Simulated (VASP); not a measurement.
Re:

```
Re
1.0
     2.53000    0.00000    0.00000
     0.00000    2.53000    0.00000
     0.00000    0.00000    2.53000
Re
1
Direct
  0.00000 0.00000 0.00000
```

| Item | Value |
| --- | --- |
| Program | VASP 6.6.1 |
| Task | relaxation of cell and atoms |
| Functional | r2SCAN |
| Potentials or basis | VASP PAW PBE potentials, release 64 (Re) |
| Cutoff | 600 eV |
| k mesh | 7 × 7 × 7 |
| Occupations | fermi-dirac, width 0.05 eV |
| Spin | no spin polarisation |

At the start: pressure 13.3 GPa; volume 16.19 Å³/atom.

**Question.** How do energy, volume and symmetry change on relaxing?

**Answer.** Over 4 steps the energy falls by 29.8 meV/atom and the volume is 16.94 Å³/atom (+4.6 %); space group Pm-3m (No. 221, to 0.05 Å).

The path:
| step | energy change (eV) | largest force (eV/Å) | pressure (GPa) | volume (Å³) |
| --- | --- | --- | --- | --- |
| 1 | 0.0000 | 0.0000 | 13.26 | 16.19 |
| 2 | 0.2408 | 0.0000 | -29.30 | 19.54 |
| 3 | -0.0297 | 0.0000 | -0.59 | 16.98 |
| 4 | -0.0298 | 0.0000 | 0.00 | 16.94 |

Final structure:
```xyz
1
Lattice="2.5682 0.0000 0.0000 0.0000 2.5682 0.0000 0.0000 0.0000 2.5682" Properties=species:S:1:pos:R:3 pbc="T T T"
Re    0.0000    0.0000    0.0000
```

Caveat: the PAW data sets were made with another functional, which shifts forces and pressure a little.
